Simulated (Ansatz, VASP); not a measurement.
BAs in VASP and in Ansatz

```
B As
1.0
     0.00000    2.40441    2.40441
     2.40441    0.00000    2.40441
     2.40441    2.40441    0.00000
B As
1 1
Direct
  0.00000 0.00000 0.00000
  0.25000 0.25000 0.25000
```

Alike in both runs: functional PBE; k mesh 10 × 10 × 10; occupations gaussian, width 0.02 eV; no spin polarisation.

Ansatz relaxed the structure, and its values are those at the end. VASP's run is a single point on that final structure, the one shown.

```csv
,VASP,Ansatz
version,VASP 6.6.1,Ansatz 0.2.0
potentials or method,"VASP PAW PBE potentials, release 64 (B, As), cutoff 520 eV","scalar-relativistic, plane waves, PAW"
valence electrons in the cell,8,18
```

```csv
,VASP,Ansatz,Ansatz less VASP
gap on the k mesh at the Fermi level (eV),1.20,1.20,+0.008
least direct gap on the mesh (eV),3.25,3.26,+0.004
pressure (GPa),0.6,0.0,-0.59
```

VASP's potentials hold 8 valence electrons a cell and Ansatz's 18, so a difference there can come from the potentials and not from the codes.
